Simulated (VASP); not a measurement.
Input of a VASP 6.6.1 run:

File INCAR:

```
SYSTEM = Ti
  ALGO = Normal
  DIPOL = 0.5 0.5 0.500
  EDIFF = 1E-6
  ENCUT = 520
  GGA = PS
  IDIPOL = 3
  ISIF = 2
  ISMEAR = 0
  LASPH = .True.
  LCHARG = .False.
  LDIPOL = .True.
  LREAL = .False.
  LWAVE = .False.
  NBANDS = 64
  NELM = 100
  PREC = Accurate
  SIGMA = 0.1
```

KPOINTS

```
k-points
0
Gamma
  12 12 1
  0 0 0
```

File POSCAR:

```
Ti
1.0
    2.9004352002      0.0000000000      0.0000000000
   -1.4502176001      2.5118505654      0.0000000000
    0.0000000000      0.0000000000     33.3639617879
Ti
9
Direct
    0.6666666667      0.3333333333      0.2247934477
    0.3333333333      0.6666666667      0.2935950858
    0.6666666667      0.3333333333      0.3623967239
    0.3333333333      0.6666666667      0.4311983619
    0.6666666667      0.3333333333      0.5000000000
    0.3333333333      0.6666666667      0.5688016381
    0.6666666667      0.3333333333      0.6376032761
    0.3333333333      0.6666666667      0.7064049142
    0.6666666667      0.3333333333      0.7752065523
```

Potentials or basis: VASP PAW PBE potentials, release 64 (Ti_sv).

Command:

```console
$ cat potpaw_PBE.64/Ti_sv/POTCAR > POTCAR
$ mpirun -np 1 vasp_std > vasp.out
```

Task: Estimate the largest force.

Result: 0.658 eV/Å.

Task: Estimate the band gap on the k mesh.

Result: Zero (bands 54 and 55 overlap by 0.99 eV).

Forces on the atoms (eV/Å):
```
Ti   0.000  0.000  0.570
Ti   0.000  0.000 -0.658
Ti   0.000  0.000  0.088
Ti   0.000  0.000  0.012
Ti   0.000  0.000  0.000
Ti   0.000  0.000 -0.012
Ti   0.000  0.000 -0.088
Ti   0.000  0.000  0.658
Ti   0.000  0.000 -0.570
```

Caveat: the cell differs from its parent crystal (atoms taken out); the PAW data sets were made with another functional, which shifts forces and pressure a little.
